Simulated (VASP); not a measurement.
# Ag (Fm-3m) in VASP: a series of runs

The runs below take Ag through single point, with PBE+D3(BJ).

Everything below comes from runs of VASP 6.6.1. Logs are shortened: lines on timing, memory, paths and dates and some standing lists are left out, and cuts for length are marked.

## 1. The cell of the first run

The structure is cubic, space group Fm-3m (No. 225). Conventional cell: a = 4.113 Å, b = 4.113 Å, c = 4.113 Å, α = 90.00°, β = 90.00°, γ = 90.00°. Ag (site symmetry m-3m) has 12 Ag at 2.91 Å within 3.8 Å.

## 2. Single point, PBE+D3(BJ)

INCAR reads:

```
PREC = Accurate
ENCUT = 520
EDIFF = 1E-6
ISMEAR = -1
SIGMA = 0.05
LREAL = False
LASPH = True
NELM = 60
ALGO = Fast
ISIF = 2
LWAVE = False
LCHARG = False
GGA = PE
IVDW = 12
NBANDS = 12
```

KPOINTS reads:

```
Automatic mesh
0
Gamma
  11 11 11
```

POSCAR reads:

```
Ag
1.0
    0.0000000000      2.0562785400      2.0562785400
    2.0562785400      0.0000000000      2.0562785400
    2.0562785400      2.0562785400      0.0000000000
Ag
1
Direct
    0.0000000000      0.0000000000      0.0000000000
```

Potentials or basis: VASP PAW PBE potentials, release 64 (Ag).

The run is started by

```console
$ cat potpaw_PBE.64/Ag/POTCAR > POTCAR
$ mpirun -np 1 vasp_std > vasp.out
```

OUTCAR:

```text
PREC = Accurate
   ENCUT = 520
   EDIFF = 1E-6
   ISMEAR = -1
   LREAL = False
   LASPH = True
   NELM = 60
   ISIF = 2
   GGA = PE
   IVDW = 12
 IVDW          = 12

 ion  position               nearest neighbor table
   1  0.000  0.000  0.000-

  LATTYP: Found a face centered cubic cell.
 ALAT       =     4.1125570800

  Lattice vectors:

 A1 = (   0.0000000000,   2.0562785400,   2.0562785400)
 A2 = (   2.0562785400,   0.0000000000,   2.0562785400)
 A3 = (   2.0562785400,   2.0562785400,   0.0000000000)

Analysis of symmetry for initial positions (statically):
=====================================================================
 Subroutine PRICEL returns:
 Original cell was already a primitive cell.

 Routine SETGRP: Setting up the symmetry group for a
 face centered cubic supercell.

 Subroutine GETGRP returns: Found 48 space group operations
 (whereof 48 operations were pure point group operations)
 out of a pool of 48 trial point group operations.

The static configuration has the point symmetry O_h .

Analysis of symmetry for dynamics (positions and initial velocities):
=====================================================================
 Subroutine PRICEL returns:
 Original cell was already a primitive cell.

 Routine SETGRP: Setting up the symmetry group for a
 face centered cubic supercell.

 Subroutine GETGRP returns: Found 48 space group operations
 (whereof 48 operations were pure point group operations)
 out of a pool of 48 trial point group operations.

The dynamic configuration has the point symmetry O_h .

 Subroutine INISYM returns: Found 48 space group operations
 (whereof 48 operations are pure point group operations),
 and found     1 'primitive' translations

----------------------------------------------------------------------------------------

                                     Primitive cell

  volume of cell :      17.3890

  direct lattice vectors                    reciprocal lattice vectors
     0.000000000  2.056278540  2.056278540    -0.243157719  0.243157719  0.243157719
     2.056278540  0.000000000  2.056278540     0.243157719 -0.243157719  0.243157719
     2.056278540  2.056278540  0.000000000     0.243157719  0.243157719 -0.243157719

  length of vectors
     2.908016999  2.908016999  2.908016999     0.421161524  0.421161524  0.421161524

  position of ions in fractional coordinates (direct lattice)
     0.000000000  0.000000000  0.000000000

  ion indices of the primitive-cell ions
   primitive index   ion index
                 1           1

----------------------------------------------------------------------------------------

 KPOINTS: Automatic mesh

Automatic generation of k-mesh.
 Grid dimensions read from file:
 generate k-points for:   11   11   11

 Generating k-lattice:

  Cartesian coordinates                     Fractional coordinates (reciprocal lattice)
    -0.022105247  0.022105247  0.022105247     0.090909091  0.000000000  0.000000000
     0.022105247 -0.022105247  0.022105247     0.000000000  0.090909091  0.000000000
     0.022105247  0.022105247 -0.022105247     0.000000000  0.000000000  0.090909091

  Length of vectors
     0.038287411  0.038287411  0.038287411

  Shift w.r.t. Gamma in fractional coordinates (k-lattice)
     0.000000000  0.000000000  0.000000000

 Subroutine IBZKPT returns following result:
 ===========================================

 Found     56 irreducible k-points:

 Following reciprocal coordinates:
            Coordinates               Weight
  0.000000  0.000000  0.000000      1.000000
  0.090909  0.000000  0.000000      8.000000
  0.181818  0.000000  0.000000      8.000000
  0.272727  0.000000  0.000000      8.000000
  0.363636  0.000000  0.000000      8.000000
  0.454545  0.000000  0.000000      8.000000
[... 16 lines left out ...]
 -0.272727  0.181818  0.000000     24.000000
 -0.181818  0.181818  0.000000     12.000000
 [... further k-points ...]
   k-points           NKPTS =     56   k-points in BZ     NKDIM =     56   number of bands    NBANDS=     12
   number of dos      NEDOS =    301   number of ions     NIONS =      1
   total plane-waves  NPLWV =  13824
   dimension x,y,z NGX =    24 NGY =   24 NGZ =   24
   dimension x,y,z NGXF=    48 NGYF=   48 NGZF=   48
   ions per type =               1
   NGX,Y,Z   is equivalent  to a cutoff of  13.72, 13.72, 13.72 a.u.
   NGXF,Y,Z  is equivalent  to a cutoff of  27.44, 27.44, 27.44 a.u.
 SYSTEM =  unknown system
   PREC   = accura    normal or accurate (medium, high low for compatibility)
   ISTART =      0    job   : 0-new  1-cont  2-samecut
   ICHARG =      2    charge: 1-file 2-atom 10-const
   ISPIN  =      1    spin polarized calculation?
   LNONCOLLINEAR =      F non collinear calculations
   LSORBIT =      F    spin-orbit coupling
   LASPH  =      T    aspherical Exc in radial PAW
   ENCUT  =  520.0 eV  38.22 Ry    6.18 a.u.   5.41  5.41  5.41*2*pi/ulx,y,z
   NELM   =     60;   NELMIN=  2; NELMDL= -5     # of ELM steps
   EDIFF  = 0.1E-05   stopping-criterion for ELM
   LREAL  =      F    real-space projection
   EDIFFG = 0.1E-04   stopping-criterion for IOM
   NSW    =      0    number of steps for IOM
   IBRION =     -1    ionic relax: 0-MD 1-quasi-New 2-CG
   NFREE  =      0    steps in history (QN), initial steepest desc. (CG)
   ISIF   =      2    stress and relaxation
   ISYM   =      2    0-nonsym 1-usesym 2-fastsym
   POTIM  = 0.5000    time-step for ionic-motion
   TEBEG  =    0.0;   TEEND  =   0.0 temperature during run
   PSTRESS=    0.0 pullay stress
   NELECT =      11.0000    total number of electrons
   NUPDOWN=      -1.0000    fix difference up-down
   EMIN   =  10.00;   EMAX   =-10.00  energy-range for DOS
   EFERMI =   0.00;   METHOD = LEGACY
   ISMEAR =    -1;   SIGMA  =   0.05  broadening in eV -4-tet -1-fermi 0-gaus
   EFERMI_NEDOS =   21; number of points for ismear=-14 and -15
   IALGO  =     68    algorithm
   IMIX   =      4    mixing-type and parameters
     AMIX     =   0.40;   BMIX     =  1.00
     AMIX_MAG =   1.60;   BMIX_MAG =  1.00
  volume/ion in A,a.u.               =      17.39       117.35
  Fermi-wavevector in a.u.,A,eV,Ry     =   1.405337  2.655702 26.871123  1.974972
  Thomas-Fermi vector in A             =   2.527808
   LORBIT       =      0    0 simple, 1 ext, 2 COOP (PROOUT), +10 PAW based schemes
   GGA     = PE    functional components
   LHFCALC =     F    Hartree Fock is set to
   AEXX    =    0.0000 exact exchange contribution
   IVDW    =    12    specifies the selected vdW correction
   LEPSILON=     F    determine dielectric tensor
   LRPA    =     F    only Hartree local field effects (RPA)
 non-spin polarized calculation
 RMM-DIIS sequential band-by-band and
  energy-cutoff  :      520.00
  volume of cell :       17.39
 maximum number of plane-waves:       487
 NGX is ok and might be reduce to    24
   NGX = 11   NGY = 11   NGZ = 11

 number of electron      10.9999999 magnetization

 Free energy of the ion-electron system (eV)
  ---------------------------------------------------
  ext. energy  EPLUGINS =         0.00000000
  ---------------------------------------------------
  free energy    TOTEN  =        -2.71749311 eV

  energy without entropy =       -2.71427049  energy(sigma->0) =       -2.71588180

 E-fermi :   8.4172     XC(G=0): -12.0942

 val. band max:        8.3967888520   @ k =  -0.4545   0.0909   0.0000
 cond. band min:       8.4681038014   @ k =   0.4545   0.3636   0.0000
 fundamental gap:      0.0713149494
 Fermi energy:         8.4171717164

 k-point     1 :       0.0000    0.0000    0.0000
  band No.  band energies     occupation
      1       0.5347      2.00000
      2       3.4162      2.00000
      3       3.4162      2.00000
      4       3.4162      2.00000
      5       4.4138      2.00000
      6       4.4138      2.00000
      7      24.1396      0.00000
      8      27.6019      0.00000
      9      27.6019      0.00000
     10      27.6019      0.00000
     11      32.3620      0.00000
     12      33.3734      0.00000

 k-point     2 :       0.0909    0.0000    0.0000
  band No.  band energies     occupation
      1       0.7860      2.00000
      2       3.3637      2.00000
      3       3.4823      2.00000
      4       3.4823      2.00000
      5       4.3908      2.00000
      6       4.3908      2.00000
      7      24.0730      0.00000
      8      25.8269      0.00000
      9      27.6838      0.00000
     10      27.6838      0.00000
     11      31.9257      0.00000
     12      33.0720      0.00000

 k-point     3 :       0.1818    0.0000    0.0000
  band No.  band energies     occupation
      1       1.4398      2.00000
      2       3.3345      2.00000
      3       3.6008      2.00000
      4       3.6008      2.00000
      5       4.4004      2.00000
      6       4.4004      2.00000
      7      21.7502      0.00000
      8      24.9720      0.00000
      9      27.7647      0.00000
     10      27.7647      0.00000
     11      30.7649      0.00000
     12      32.0507      0.00000
[... 286 lines left out ...]
 k-point    23 :      -0.2727    0.1818    0.0000
  band No.  band energies     occupation
      1       2.6051      2.00000
      2       3.2492      2.00000
      3       3.6792      2.00000
      4       3.8862      2.00000
      5       4.4332      2.00000
      6       6.7870      2.00000
      7      16.6901      0.00000
      8      19.8351      0.00000
      9      25.3771      0.00000
     10      26.7867      0.00000
     11      30.1617      0.00000
     12      32.6313      0.00000

 k-point    24 :      -0.1818    0.1818    0.0000
  band No.  band energies     occupation
      1       2.5311      2.00000
      2       3.0320      2.00000
      3       3.6291      2.00000
      4       4.0094      2.00000
      5       4.0401      2.00000
      6       5.5367      2.00000
      7      19.9422      0.00000
      8      20.3337      0.00000
      9      26.6399      0.00000
     10      28.4544      0.00000
     11      29.0064      0.00000
     12      32.4720      0.00000

 [... further k-points ...]

------------------------ aborting loop because EDIFF is reached ----------------------------------------

 Edisp (eV)   -0.57708

 E8    (eV) :    -0.2521

  FORCE on cell =-STRESS in cart. coord.  units (eV):
  Direction    XX          YY          ZZ          XY          YZ          ZX
  --------------------------------------------------------------------------------------
  -------------------------------------------------------------------------------------
  Total      -0.35734    -0.35734    -0.35734    -0.00000     0.00000    -0.00000
  in kB     -32.92423   -32.92423   -32.92423    -0.00000     0.00000    -0.00000
  external pressure =      -32.92 kB  Pullay stress =        0.00 kB

 VOLUME and BASIS-vectors are now :
 -----------------------------------------------------------------------------
  energy-cutoff  :      520.00
  volume of cell :       17.39
      direct lattice vectors                 reciprocal lattice vectors
     0.000000000  2.056278540  2.056278540    -0.243157719  0.243157719  0.243157719
     2.056278540  0.000000000  2.056278540     0.243157719 -0.243157719  0.243157719
     2.056278540  2.056278540  0.000000000     0.243157719  0.243157719 -0.243157719

 POSITION                                       TOTAL-FORCE (eV/Angst)
 -----------------------------------------------------------------------------------
      0.00000      0.00000      0.00000         0.000000     -0.000000      0.000000
 -----------------------------------------------------------------------------------
    total drift:                               -0.000000      0.000000     -0.000000

  FREE ENERGIE OF THE ION-ELECTRON SYSTEM (eV)
  ---------------------------------------------------
  free  energy   TOTEN  =        -3.2945685125 eV

  energy  without entropy=       -3.2913458854  energy(sigma->0) =       -3.29295720
```

It took 9.2 s on 1 thread of AMD EPYC 7R13 (Zen 3), shared host; peak memory 0.12 GiB.

Results:

```yaml
Free_energy: -3.2946 eV
Pressure: -3.3 GPa
Dispersion_energy_per_atom: -0.577 eV
```

Caveat: pairwise dispersion overbinds metals, which lowers pressure and volume.

## 3. Single point, PBE+D3(BJ)

This run uses another cell than the first one, of 17.73 Å³/atom, 1.020 times its volume.

INCAR reads:

```
ALGO = Normal
EDIFF = 1E-6
ENCUT = 520
GGA = PE
ISIF = 2
ISMEAR = -1
IVDW = 12
LASPH = True
LCHARG = True
LELF = True
LREAL = False
LVHAR = True
LWAVE = False
NBANDS = 12
NELM = 80
PREC = Accurate
SIGMA = 0.05
```

KPOINTS reads:

```
k-points
0
Gamma
  11 11 11
```

POSCAR reads:

```
Ag
1.0
    0.0000000000      2.0696313722      2.0696313722
    2.0696313722      0.0000000000      2.0696313722
    2.0696313722      2.0696313722      0.0000000000
Ag
1
Direct
    0.0000000000      0.0000000000      0.0000000000
```

Potentials or basis: VASP PAW PBE potentials, release 64 (Ag).

The run is started by

```console
$ cat potpaw_PBE.64/Ag/POTCAR > POTCAR
$ mpirun -np 1 vasp_std > vasp.out
```

Wall time 8.3 s (1 thread of AMD EPYC 7R13 (Zen 3), shared host); peak memory 0.12 GiB.

The run converged. Its results:

- Free energy: -3.2858 eV
- Pressure: -5.0 GPa
- Dispersion energy per atom: -0.566 eV

Levels at points of the mesh, in eV from the Fermi level:
```
           k point  band 2  band 3  band 4  band 5  band 6  band 7  band 8  band 9  band 10  band 11
(0.00, 0.00, 0.00)   -4.94   -4.94   -4.94   -3.98   -3.98   15.67   19.02   19.02    19.02    23.73
```

Caveat: pairwise dispersion overbinds metals, which lowers pressure and volume.

## 4. Single point, PBE+D3(BJ)

This run uses another cell than the first one, of 18.07 Å³/atom, 1.039 times its volume.

INCAR reads:

```
SYSTEM = Ag
ALGO = Fast
EDIFF = 1E-7
ENCUT = 520
GGA = PE
ISIF = 2
ISMEAR = -1
IVDW = 12
LASPH = .TRUE.
LCHARG = .TRUE.
LELF = .TRUE.
LREAL = .FALSE.
LVHAR = .TRUE.
LWAVE = .FALSE.
NBANDS = 12
NELM = 80
PREC = Accurate
SIGMA = 0.05
```

KPOINTS reads:

```
k-points
0
G
  11 11 11
  0 0 0
```

POSCAR reads:

```
Ag
1.0
    0.0000000000      2.0828140930      2.0828140930
    2.0828140930      0.0000000000      2.0828140930
    2.0828140930      2.0828140930      0.0000000000
Ag
1
Direct
    0.0000000000      0.0000000000      0.0000000000
```

The run is started by

```console
$ cat potpaw_PBE.64/Ag/POTCAR > POTCAR
$ mpirun -np 1 vasp_std > vasp.out
```

Run time: 10 s. Hardware: 1 thread of AMD EPYC 7R13 (Zen 3), shared host; peak memory 0.12 GiB.

Results (log left out):

```yaml
Free_energy: -3.2737 eV
Pressure: -6.4 GPa
Dispersion_energy_per_atom: -0.555 eV
```

Levels at points of the mesh, in eV from the Fermi level:
```tsv
k point	band 4	band 5	band 6	band 7	band 8	band 9
(0.00, 0.00, 0.00)	-4.88	-3.95	-3.95	15.61	18.85	18.85
```

Caveat: pairwise dispersion overbinds metals, which lowers pressure and volume.

## 5. Summary

```csv
cell,gap on the mesh (eV),pressure (GPa)
"a = 2.908 Å, angles 60.0°, 1 atom",none,-3.3
"a = 2.927 Å, angles 60.0°, 1 atom",none,-5.0
"a = 2.946 Å, angles 60.0°, 1 atom",none,-6.4
```

Alike in all rows: task single point; level PBE+D3(BJ); potentials or basis VASP PAW PBE potentials, release 64 (Ag); no spin polarisation; k mesh 11 × 11 × 11; cutoff (eV) 520; smearing fermi-dirac 0.05 eV.

Caveats: pairwise dispersion overbinds metals, which lowers pressure and volume.

Total energies depend on the potentials used, so only differences within one code and one set of settings carry meaning.
